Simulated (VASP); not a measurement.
Set up this calculation in VASP 6.6.1, as the native input.

| Item | Value |
| --- | --- |
| Task | single point |
| Functional | BLYP |
| Potentials or basis | VASP PAW PBE potentials, release 64 (Al) |
| Cutoff | 520 eV |
| k mesh | 11 × 11 × 11 |
| Occupations | fermi-dirac, width 0.05 eV |
| Spin | no spin polarisation |
| Dipole correction | no |
| Further INCAR settings | ALGO = Normal; EDIFF = 1e-06; NBANDS = 8 |

The structure of Al lies in POSCAR:

```
Al
1.0
    0.0000000000      2.0559047324      2.0559047324
    2.0559047324      0.0000000000      2.0559047324
    2.0559047324      2.0559047324      0.0000000000
Al
1
Direct
    0.0000000000      0.0000000000      0.0000000000
```

These files were run (other wordings do the same):

INCAR

```
AGGAC = 1.0 ; AGGAX = 1.0
ALDAC = 0.0 ; ALDAX = 1.0
ALGO = Normal ; EDIFF = 1E-6
ENCUT = 520 ; GGA = B5
ISIF = 2 ; ISMEAR = -1
LASPH = True ; LCHARG = False
LREAL = False ; LWAVE = False
NBANDS = 8 ; NELM = 60
PREC = Accurate ; SIGMA = 0.05
```

KPOINTS

```
k-points
0
Gamma
  11 11 11
```

Potentials or basis: VASP PAW PBE potentials, release 64 (Al).

Command:

```sh
$ cat potpaw_PBE.64/Al/POTCAR > POTCAR
$ mpirun -np 1 vasp_std > vasp.out
```

Results of the run:

```
Pressure : 0.1 GPa
```

Caveat: the PAW data sets were made with another functional, which shifts forces and pressure a little.

Run time: 10 s on 1 thread of Intel Xeon 8259CL, with other jobs on the host, peak memory 0.13 GiB.
